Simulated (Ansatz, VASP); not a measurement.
## PbS: VASP beside Ansatz

```xyz
2
Lattice="0.0000 2.6772 2.6772 2.6772 0.0000 2.6772 2.6772 2.6772 0.0000" Properties=species:S:1:pos:R:3 pbc="T T T"
Pb    0.0000    0.0000    0.0000
S     2.6772    2.6772    2.6772
```

Change from the starting cell: volume scaled by 0.72, PAW files.

Alike in both runs: task single point; functional r2SCAN; k mesh 12 × 12 × 12; occupations fermi-dirac, width 0.05 eV; no spin polarisation.

|  | VASP | Ansatz |
| --- | --- | --- |
| version | VASP 6.6.1 | Ansatz 0.2.0 |
| potentials or method | VASP PAW PBE potentials, release 64 (Pb_d, S) | PAW with Ansatz's default frozen-core files, scalar-relativistic |
| plane-wave cutoff (eV) | 520 | 500 |
| valence electrons in the cell | 20 | 20 |

VASP gave:

- pressure (GPa): 37.7

Question: Which values does Ansatz return?

Answer: Pressure (GPa): 37.6.

VASP's potentials were made for PBE, not for r2SCAN. Both programs put the cell under a high pressure, so it lies far from rest at this level.

Neither program's run includes spin-orbit coupling.
